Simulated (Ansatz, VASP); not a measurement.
**VO2 in VASP and in Ansatz**

```
V O
1.0
     4.48188    0.00000    0.00000
     0.00000    4.48188    0.00000
     0.00000    0.00000    3.02585
V O
2 4
Cartesian
  0.0000 0.0000 0.0000
  2.2409 2.2409 1.5129
  1.3399 1.3399 0.0000
  3.1420 3.1420 0.0000
  3.5808 0.9011 1.5129
  0.9011 3.5808 1.5129
```

Alike in both runs: functional PBE; k mesh 6 × 6 × 10; occupations gaussian, width 0.02 eV; collinear spin; Hubbard terms V d U = 3.25 eV.

Ansatz relaxed the structure, and its values are those at the end. VASP's run is a single point on that final structure, the one shown.

```csv
,VASP,Ansatz
version,VASP 6.6.1,Ansatz 0.2.0
potentials or method,"VASP PAW PBE potentials, release 64 (V_sv, O), cutoff 600 eV","scalar-relativistic, plane waves, PAW"
valence electrons in the cell,50,50
```

```csv
,VASP,Ansatz,Ansatz less VASP
gap on the k mesh at the Fermi level (eV),0.99,0.88,-0.115
least direct gap on the mesh (eV),1.24,1.07,-0.165
pressure (GPa),3.4,0.0,-3.38
rms of the force components (eV/Å),0.024,0.000,-0.0238
net moment per atom (μB),0.33,0.33,0.000
size of the moment on the site where the two differ most (μB),1.07,0.86,-0.211
```

Site moments also hang on the region over which each program counts them. The programs project onto different local orbitals, so the same U acts differently, and such runs can settle in different states.
